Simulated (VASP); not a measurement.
Co:

```
Co
1.0
     2.28685    0.00000    0.00000
     0.00000    2.28685    0.00000
     0.00000    0.00000    2.28685
Co
1
Cartesian
  0.0000 0.0000 0.0000
```

```yaml
Program: VASP 6.6.1
Task: relaxation of cell and atoms
Functional: RPBE
Potentials_or_basis: VASP PAW PBE potentials, release 64 (Co)
Cutoff: 600 eV
k_mesh: 14 × 14 × 14
Occupations: fermi-dirac, width 0.1 eV
Spin: no spin polarisation
```

At the start: pressure 3.6 GPa; volume 11.96 Å³/atom.

Question: How do energy, volume and symmetry change on relaxing?

Answer: Over 3 steps the energy falls by 2.7 meV/atom and the volume is 12.21 Å³/atom (+2.1 %); space group Pm-3m (No. 221, to 0.05 Å).

Step by step:
| step | energy change (eV) | largest force (eV/Å) | pressure (GPa) | volume (Å³) |
| --- | --- | --- | --- | --- |
| 1 | 0.0000 | 0.0000 | 3.55 | 11.96 |
| 2 | -0.0008 | 0.0000 | -2.74 | 12.42 |
| 3 | -0.0027 | 0.0000 | 0.02 | 12.21 |

Final structure:
```
CELL_PARAMETERS angstrom
2.30263 0.00000 0.00000
0.00000 2.30263 0.00000
0.00000 0.00000 2.30263
ATOMIC_POSITIONS crystal
Co 0.00000 0.00000 0.00000
```

Caveat: the PAW data sets were made with another functional, which shifts forces and pressure a little; the run has no spin polarisation, though such a crystal can be magnetic.
